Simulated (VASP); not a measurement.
Here is a VASP 6.6.1 calculation.

File POSCAR:

```
Si16C15
1.0
    6.1551186199     -0.0000000058      0.0000000000
   -3.0775593150     -5.3304890853      0.0000000000
    0.0000000000      0.0000000000    -10.0767692094
Si C
16 15
Direct
    0.1668009440      0.3356913227      0.0567064786
    0.6648618715      0.3318017769      0.0617230393
    0.1682770088      0.8355572321      0.0618868172
    0.6652247481      0.8355554885      0.0618900355
    0.8315966722      0.1667243505      0.5627672976
    0.3330885357      0.1667249941      0.5627654923
    0.8323205306      0.6666751735      0.5617998116
    0.3327908840      0.6676279774      0.5625841582
   -0.0067257646     -0.0114393771      0.3141970977
    0.4989339553     -0.0000866625      0.3140224905
   -0.0062502999      0.5031480831      0.3129679098
    0.5074205051      0.5031997997      0.3129885083
    0.0002152546      0.4999972537      0.8113805055
    0.4977219073      0.4999950386      0.8113785690
    0.0003936862      1.0028395695      0.8116074820
    0.4992613713      1.0005675499      0.8116617658
    0.6637993215      0.3296790160      0.2490137386
    0.1684637548      0.8345551159      0.2492934143
    0.6640562169      0.8345648706      0.2492980931
    0.8327011678      0.1674479611      0.7506854728
    0.3326981758      0.1674458592      0.7506848076
    0.8327694090      0.6675943845      0.7521846393
    0.3325696697      0.6671959731      0.7505132477
    0.4990952154      0.0002341065      0.5001055355
    0.0001408783      0.0023227279      0.4997918245
    0.4972913977      0.4992558830      0.4995004606
   -0.0000760605      0.4992484330      0.4994963508
    0.4996074565      0.5011680469      1.0018853578
   -0.0005188564      0.5011726894      1.0018831261
    0.4993487651      1.0007488657      0.9992443713
    0.0000269211      1.0021133865      1.0025523253
```

File INCAR.step1:

```
SYSTEM = Si16C15
PREC     = Accurate       ! precision mode
ENCUT    = 520            ! plane-wave cutoff, eV
ISMEAR   = 0              ! smearing method
SIGMA    = 0.01           ! smearing width, eV
LREAL    = Auto         
LASPH    = .True.         ! aspherical terms in the spheres
NELM     = 150            ! most SCF steps
ISPIN    = 2              ! spin polarisation
MAGMOM   = 0.25 0 0 0 0 0 0 0 0.25 0 0.25 0.25 0 0 0 0 0 0 0 0 0 0 0 0 0 0 0 0 0 0 0 ! initial moments
NBANDS   = 87             ! bands
NELECT   = 123.0        
GGA      = PE             ! functional
ALGO     = Normal         ! electronic algorithm
EDIFF    = 1E-4           ! SCF threshold, eV
LWAVE    = .True.         ! write WAVECAR
LCHARG   = .False.        ! write CHGCAR
KPAR     = 2            
NCORE    = 2
```

File INCAR.step2:

```
SYSTEM = Si16C15
PREC     = Accurate       ! precision mode
ENCUT    = 520            ! plane-wave cutoff, eV
EDIFF    = 1E-6           ! SCF threshold, eV
ISMEAR   = 0              ! smearing method
SIGMA    = 0.01           ! smearing width, eV
LREAL    = Auto         
LASPH    = .True.         ! aspherical terms in the spheres
NELM     = 150            ! most SCF steps
ALGO     = Normal         ! electronic algorithm
ISIF     = 2              ! what is computed and relaxed
LWAVE    = .False.        ! write WAVECAR
LCHARG   = .True.         ! write CHGCAR
ISPIN    = 2              ! spin polarisation
MAGMOM   = 0.25 0 0 0 0 0 0 0 0.25 0 0.25 0.25 0 0 0 0 0 0 0 0 0 0 0 0 0 0 0 0 0 0 0 ! initial moments
LORBIT   = 11             ! projections on sites
METAGGA  = R2SCAN         ! meta-GGA
LMIXTAU  = .True.       
LVHAR    = .True.       
NBANDS   = 87             ! bands
NELECT   = 123.0        
ISTART   = 1            
KPAR     = 2            
NCORE    = 2
```

The input KPOINTS:

```
regular mesh
0
Gamma
  2 2 2
  0 0 0
```

Potentials or basis: VASP PAW PBE potentials, release 64 (Si, C).

Run with:

```bash
$ cat potpaw_PBE.64/Si/POTCAR potpaw_PBE.64/C/POTCAR > POTCAR
$ cp INCAR.step1 INCAR
$ mpirun -np 4 vasp_std > vasp.out
$ cp INCAR.step2 INCAR
$ mpirun -np 4 vasp_std > vasp.out
```

Problem. Predict the site moments.

Solution. Si -0.01, +0.00, +0.01, +0.09, +0.05, -0.00 (each value once); C -0.00, -0.01, +0.02, +0.01, +0.00 (each value once) μB.

Problem. Predict the largest force.

Solution. 0.025 eV/Å.

Problem. Predict the net moment.

Solution. 0.50 μB per cell.

Forces in eV/Å, atoms in the order of the input:
```
Si   0.001  0.002  0.023
Si  -0.001 -0.001 -0.001
Si  -0.002  0.000 -0.001
Si   0.001  0.001 -0.002
Si   0.000 -0.001  0.000
Si  -0.003 -0.002  0.000
Si  -0.003 -0.001  0.007
Si  -0.001  0.000  0.001
Si  -0.004  0.019 -0.007
Si   0.001 -0.001  0.003
Si  -0.020 -0.012 -0.008
Si   0.014 -0.010 -0.008
Si   0.002  0.001  0.001
Si  -0.002  0.001 -0.002
Si  -0.001 -0.001 -0.001
Si  -0.003 -0.001 -0.003
C    0.003  0.000  0.002
C    0.006 -0.001  0.005
C   -0.002 -0.004  0.002
C   -0.001  0.002  0.000
C    0.001  0.002 -0.001
C    0.003  0.003  0.003
C    0.002 -0.001  0.001
C    0.002 -0.001 -0.001
C   -0.001 -0.006 -0.005
C   -0.005  0.001 -0.007
C    0.004 -0.004 -0.004
C    0.009  0.000  0.000
C   -0.005  0.000  0.001
C    0.002  0.001 -0.001
C    0.004  0.015  0.001
```

Caveat: the k points lie up to 0.59 Å⁻¹ apart; the cell carries a net charge on a neutralising background, which shifts energy and pressure; the cell differs from its parent crystal (atoms taken out, then relaxed in part); the PAW data sets were made with another functional, which shifts forces and pressure a little.
